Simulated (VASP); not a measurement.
# WSe (P6_3/mmc) in VASP: single point with PBE+U

Aim: the single point of WSe with PBE+U.

Everything below comes from runs of VASP 6.6.1. Logs are shortened: lines on timing, memory, paths and dates and some standing lists are left out, and cuts for length are marked.

### 1 The cell of the first run

The structure is hexagonal, space group P6_3/mmc (No. 194). Conventional cell: a = 4.068 Å, b = 4.068 Å, c = 6.766 Å, α = 90.00°, β = 90.00°, γ = 120.00°. W (site symmetry -3m) has 6 Se at 2.89 Å and 2 W at 3.38 Å within 3.8 Å. Se (site symmetry -6m2) has 6 W at 2.89 Å within 3.8 Å.

### 2 Single point, PBE+U

The input, INCAR:

```
  ALGO = Normal
  EDIFF = 1E-6
  ENCUT = 520
  GGA = PE
  ISIF = 2
  ISMEAR = 0
  LASPH = True
  LCHARG = True
  LDAU = True
  LDAUJ = 0 0
  LDAUL = 2 -1
  LDAUPRINT = 1
  LDAUTYPE = 2
  LDAUU = 6.2 0
  LELF = True
  LMAXMIX = 4
  LREAL = False
  LVHAR = True
  LWAVE = False
  NBANDS = 28
  NELM = 150
  PREC = Accurate
  SIGMA = 0.1
```

The input, KPOINTS:

```
k-points
0
Gamma
  12 12 6
```

The input, POSCAR:

```
WSe
1.0
    4.0679576104      0.0000000000      0.0000000000
   -2.0339788052      3.5229546321      0.0000000000
    0.0000000000      0.0000000000      6.7661319910
W Se
2 2
Direct
    0.0000000000      0.0000000000      0.0000000000
    0.0000000000      0.0000000000      0.5000000000
    0.3333333333      0.6666666667      0.2500000000
    0.6666666667      0.3333333333      0.7500000000
```

Potentials or basis: VASP PAW PBE potentials, release 64 (W_sv, Se).

Launch:

```console
cat potpaw_PBE.64/W_sv/POTCAR potpaw_PBE.64/Se/POTCAR > POTCAR
mpirun -np 1 vasp_std > vasp.out
```

OUTCAR:

```text
EDIFF = 1E-6
   ENCUT = 520
   GGA = PE
   ISIF = 2
   ISMEAR = 0
   LASPH = True
   LREAL = False
   NELM = 150
   PREC = Accurate

 ion  position               nearest neighbor table
   1  0.000  0.000  0.000-   3 2.89   4 2.89   3 2.89   4 2.89   4 2.89   3 2.89   2 3.38   2 3.38

   2  0.000  0.000  0.500-   3 2.89   4 2.89   3 2.89   4 2.89   4 2.89   3 2.89   1 3.38   1 3.38

   3  0.333  0.667  0.250-   1 2.89   2 2.89   1 2.89   2 2.89   1 2.89   2 2.89
   4  0.667  0.333  0.750-   1 2.89   2 2.89   1 2.89   2 2.89   1 2.89   2 2.89

  LATTYP: Found a hexagonal cell.
 ALAT       =     4.0679576104
 C/A-ratio  =     1.6632749500

  Lattice vectors:

 A1 = (   4.0679576104,   0.0000000000,   0.0000000000)
 A2 = (  -2.0339788052,   3.5229546321,   0.0000000000)
 A3 = (   0.0000000000,   0.0000000000,   6.7661319910)

Analysis of symmetry for initial positions (statically):
=====================================================================
 Subroutine PRICEL returns:
 Original cell was already a primitive cell.

 Routine SETGRP: Setting up the symmetry group for a
 hexagonal supercell.

 Subroutine GETGRP returns: Found 24 space group operations
 (whereof 12 operations were pure point group operations)
 out of a pool of 24 trial point group operations.

The static configuration has the point symmetry D_3d.
 The point group associated with its full space group is D_6h.

Analysis of symmetry for dynamics (positions and initial velocities):
=====================================================================
 Subroutine PRICEL returns:
 Original cell was already a primitive cell.

 Routine SETGRP: Setting up the symmetry group for a
 hexagonal supercell.

 Subroutine GETGRP returns: Found 24 space group operations
 (whereof 12 operations were pure point group operations)
 out of a pool of 24 trial point group operations.

The dynamic configuration has the point symmetry D_3d.
 The point group associated with its full space group is D_6h.

 Subroutine INISYM returns: Found 24 space group operations
 (whereof 12 operations are pure point group operations),
 and found     1 'primitive' translations

----------------------------------------------------------------------------------------

                                     Primitive cell

  volume of cell :      96.9670

  direct lattice vectors                    reciprocal lattice vectors
     4.067957610  0.000000000  0.000000000     0.245823604  0.141926324  0.000000000
    -2.033978805  3.522954632  0.000000000     0.000000000  0.283852648  0.000000000
     0.000000000  0.000000000  6.766131991     0.000000000  0.000000000  0.147794929

  length of vectors
     4.067957610  4.067957610  6.766131991     0.283852648  0.283852648  0.147794929

  position of ions in fractional coordinates (direct lattice)
     0.000000000  0.000000000  0.000000000
     0.000000000  0.000000000  0.500000000
     0.333333333  0.666666667  0.250000000
     0.666666667  0.333333333  0.750000000

  ion indices of the primitive-cell ions
   primitive index   ion index
                 1           1
                 2           2
                 3           3
                 4           4

----------------------------------------------------------------------------------------

 KPOINTS: k-points

Automatic generation of k-mesh.
[... 93 lines left out ...]
   U (eV)           for each species LDAUU =   6.2  0.0
   J (eV)           for each species LDAUJ =   0.0  0.0
   GGA     = PE    functional components
   LHFCALC =     F    Hartree Fock is set to
   AEXX    =    0.0000 exact exchange contribution
   IVDW    =     0    specifies the selected vdW correction
   LEPSILON=     F    determine dielectric tensor
   LRPA    =     F    only Hartree local field effects (RPA)
 non-spin polarized calculation
 Gauss-broadening in eV      SIGMA  =   0.10
  energy-cutoff  :      520.00
  volume of cell :       96.97
 maximum number of plane-waves:      2639
   NGX = 15   NGY = 15   NGZ = 25

atom =   1  type =  1  l = 2

 onsite density matrix

spin component  1

  0.4075 -0.0000 -0.0000  0.2986 -0.0000
 -0.0000  0.3838 -0.0000 -0.0000  0.2986
 -0.0000 -0.0000  0.0881 -0.0000 -0.0000
  0.2986 -0.0000 -0.0000  0.3838 -0.0000
 -0.0000  0.2986 -0.0000 -0.0000  0.4075

spin component  2

  0.4075 -0.0000 -0.0000  0.2986 -0.0000
 -0.0000  0.3838 -0.0000 -0.0000  0.2986
 -0.0000 -0.0000  0.0881 -0.0000 -0.0000
  0.2986 -0.0000 -0.0000  0.3838 -0.0000
 -0.0000  0.2986 -0.0000 -0.0000  0.4075

 occupancies and eigenvectors

  o =  0.0881  v =  0.0000  0.0000 -1.0000  0.0000 -0.0000  0.0000  0.0000  0.0000  0.0000  0.0000      0.0000  0.0000  0.0000  0.0000  0.0000  0.0000  0.0000  0.0000  0.0000  0.0000
  o =  0.0881  v =  0.0000  0.0000  0.0000  0.0000  0.0000  0.0000  0.0000 -1.0000  0.0000 -0.0000      0.0000  0.0000  0.0000  0.0000  0.0000  0.0000  0.0000  0.0000  0.0000  0.0000
  o =  0.0968  v =  0.0000  0.7210  0.0000  0.0000 -0.6929  0.0000  0.0000  0.0000  0.0000  0.0000      0.0000  0.0000  0.0000  0.0000  0.0000  0.0000  0.0000  0.0000  0.0000  0.0000
  o =  0.0968  v =  0.0000  0.0000  0.0000  0.0000  0.0000  0.0000  0.7210  0.0000  0.0000 -0.6929      0.0000  0.0000  0.0000  0.0000  0.0000  0.0000  0.0000  0.0000  0.0000  0.0000
  o =  0.0968  v =  0.0000  0.0000  0.0000  0.0000  0.0000  0.6929  0.0000  0.0000 -0.7210  0.0000      0.0000  0.0000  0.0000  0.0000  0.0000  0.0000  0.0000  0.0000  0.0000  0.0000
  o =  0.0968  v =  0.6929  0.0000  0.0000 -0.7210  0.0000  0.0000  0.0000  0.0000  0.0000  0.0000      0.0000  0.0000  0.0000  0.0000  0.0000  0.0000  0.0000  0.0000  0.0000  0.0000
  o =  0.6945  v =  0.0000  0.0000  0.0000  0.0000  0.0000  0.0000  0.6929 -0.0000  0.0000  0.7210      0.0000  0.0000  0.0000  0.0000  0.0000  0.0000  0.0000  0.0000  0.0000  0.0000
  o =  0.6945  v =  0.0000  0.6929 -0.0000  0.0000  0.7210  0.0000  0.0000  0.0000  0.0000  0.0000      0.0000  0.0000  0.0000  0.0000  0.0000  0.0000  0.0000  0.0000  0.0000  0.0000
  o =  0.6945  v = -0.7210  0.0000  0.0000 -0.6929  0.0000  0.0000  0.0000  0.0000  0.0000  0.0000      0.0000  0.0000  0.0000  0.0000  0.0000  0.0000  0.0000  0.0000  0.0000  0.0000
  o =  0.6945  v =  0.0000  0.0000  0.0000  0.0000  0.0000 -0.7210  0.0000  0.0000 -0.6929  0.0000      0.0000  0.0000  0.0000  0.0000  0.0000  0.0000  0.0000  0.0000  0.0000  0.0000

atom =   2  type =  1  l = 2

 onsite density matrix

spin component  1

  0.4075 -0.0000  0.0000 -0.2986 -0.0000
 -0.0000  0.3838  0.0000  0.0000 -0.2986
  0.0000  0.0000  0.0881 -0.0000 -0.0000
 -0.2986  0.0000 -0.0000  0.3838 -0.0000
 -0.0000 -0.2986 -0.0000 -0.0000  0.4075

spin component  2

  0.4075 -0.0000  0.0000 -0.2986 -0.0000
 -0.0000  0.3838  0.0000  0.0000 -0.2986
  0.0000  0.0000  0.0881 -0.0000 -0.0000
 -0.2986  0.0000 -0.0000  0.3838 -0.0000
 -0.0000 -0.2986 -0.0000 -0.0000  0.4075

 occupancies and eigenvectors

  o =  0.0881  v =  0.0000 -0.0000 -1.0000 -0.0000 -0.0000  0.0000  0.0000  0.0000  0.0000  0.0000      0.0000  0.0000  0.0000  0.0000  0.0000  0.0000  0.0000  0.0000  0.0000  0.0000
  o =  0.0881  v =  0.0000  0.0000  0.0000  0.0000  0.0000  0.0000 -0.0000 -1.0000 -0.0000 -0.0000      0.0000  0.0000  0.0000  0.0000  0.0000  0.0000  0.0000  0.0000  0.0000  0.0000
  o =  0.0968  v =  0.0000 -0.7210  0.0000 -0.0000 -0.6929  0.0000  0.0000  0.0000  0.0000  0.0000      0.0000  0.0000  0.0000  0.0000  0.0000  0.0000  0.0000  0.0000  0.0000  0.0000
  o =  0.0968  v =  0.0000  0.0000  0.0000  0.0000  0.0000  0.0000 -0.7210  0.0000 -0.0000 -0.6929      0.0000  0.0000  0.0000  0.0000  0.0000  0.0000  0.0000  0.0000  0.0000  0.0000
  o =  0.0968  v =  0.0000  0.0000  0.0000  0.0000  0.0000  0.6929  0.0000 -0.0000  0.7210  0.0000      0.0000  0.0000  0.0000  0.0000  0.0000  0.0000  0.0000  0.0000  0.0000  0.0000
  o =  0.0968  v =  0.6929  0.0000 -0.0000  0.7210  0.0000  0.0000  0.0000  0.0000  0.0000  0.0000      0.0000  0.0000  0.0000  0.0000  0.0000  0.0000  0.0000  0.0000  0.0000  0.0000
  o =  0.6945  v =  0.0000  0.0000  0.0000  0.0000  0.0000  0.0000 -0.6929 -0.0000 -0.0000  0.7210      0.0000  0.0000  0.0000  0.0000  0.0000  0.0000  0.0000  0.0000  0.0000  0.0000
  o =  0.6945  v =  0.0000 -0.6929 -0.0000 -0.0000  0.7210  0.0000  0.0000  0.0000  0.0000  0.0000      0.0000  0.0000  0.0000  0.0000  0.0000  0.0000  0.0000  0.0000  0.0000  0.0000
  o =  0.6945  v = -0.7210  0.0000 -0.0000  0.6929  0.0000  0.0000  0.0000  0.0000  0.0000  0.0000      0.0000  0.0000  0.0000  0.0000  0.0000  0.0000  0.0000  0.0000  0.0000  0.0000
  o =  0.6945  v =  0.0000  0.0000  0.0000  0.0000  0.0000 -0.7210  0.0000 -0.0000  0.6929  0.0000      0.0000  0.0000  0.0000  0.0000  0.0000  0.0000  0.0000  0.0000  0.0000  0.0000

 number of electron      40.0000001 magnetization

 Free energy of the ion-electron system (eV)
  ---------------------------------------------------
  ext. energy  EPLUGINS =         0.00000000
  ---------------------------------------------------
  free energy    TOTEN  =       -15.54134916 eV

  energy without entropy =      -15.52798959  energy(sigma->0) =      -15.53466937

 E-fermi :   5.5597     XC(G=0): -10.3302

 val. band max:        5.5458244682   @ k =   0.4167   0.1667   0.3333
 cond. band min:       5.5620171480   @ k =   0.4167   0.1667   0.5000
 fundamental gap:      0.0161926798
 Fermi energy:         5.5596770138

 k-point     1 :       0.0000    0.0000    0.0000
  band No.  band energies     occupation
      1     -68.9304      2.00000
      2     -68.9272      2.00000
      3     -33.5315      2.00000
      4     -33.4282      2.00000
      5     -32.8918      2.00000
      6     -32.8918      2.00000
[... 733 lines left out ...]
     27       9.6616      0.00000
     28      10.1582      0.00000

 [... further k-points ...]
[... 5 lines left out ...]
  --------------------------------------------------------------------------------------
  -------------------------------------------------------------------------------------
  Total       -8.1787724     -8.1787724     -8.1540887     -0.0000000      0.0000000      0.0000000
  in kB     -135.1371544   -135.1371544   -134.7293072     -0.0000000      0.0000000      0.0000000
  external PRESSURE =    -135.0012053 kB  Pullay stress =       0.0000000 kB

 VOLUME and BASIS-vectors are now :
 -----------------------------------------------------------------------------
  energy-cutoff  :      520.00
  volume of cell :       96.97
      direct lattice vectors                 reciprocal lattice vectors
     4.067957610  0.000000000  0.000000000     0.245823604  0.141926324  0.000000000
    -2.033978805  3.522954632  0.000000000     0.000000000  0.283852648  0.000000000
     0.000000000  0.000000000  6.766131991     0.000000000  0.000000000  0.147794929

 POSITION                                       TOTAL-FORCE (eV/Angst)
 -----------------------------------------------------------------------------------
      0.00000      0.00000      0.00000         0.000000      0.000000      0.000000
      0.00000      0.00000      3.38307         0.000000      0.000000      0.000000
     -0.00000      2.34864      1.69153        -0.000000      0.000000      0.000000
      2.03398      1.17432      5.07460         0.000000     -0.000000     -0.000000
 -----------------------------------------------------------------------------------
    total drift:                                0.000000      0.000000      0.000000

  FREE ENERGIE OF THE ION-ELECTRON SYSTEM (eV)
  ---------------------------------------------------
  free  energy   TOTEN  =       -15.5413491583 eV

  energy  without entropy=      -15.5279895910  energy(sigma->0) =      -15.53466937
```

It took 3.6 min on 1 thread of Intel Xeon 6975P-C (Granite Rapids), shared host; peak memory 0.32 GiB.

What came out:

| Quantity | Value |
| --- | --- |
| Free energy | -15.5413 eV |
| Pressure | -13.5 GPa |
| Band gap on the k mesh | zero (bands 20 and 21 overlap by 1.08 eV) |

Eigenvalues of the final occupation matrices:
| site | spin | trace | eigenvalues |
| --- | --- | --- | --- |
| site 1 d | 1 | 1.67 | 0.09 0.10 0.10 0.69 0.69 |
| site 1 d | 2 | 1.67 | 0.09 0.10 0.10 0.69 0.69 |
| site 2 d | 1 | 1.67 | 0.09 0.10 0.10 0.69 0.69 |
| site 2 d | 2 | 1.67 | 0.09 0.10 0.10 0.69 0.69 |

Caveat: the cell stands under tension; spin-orbit coupling is left out, which moves the levels of the heavy elements; U without spin polarisation on a metal has little footing.
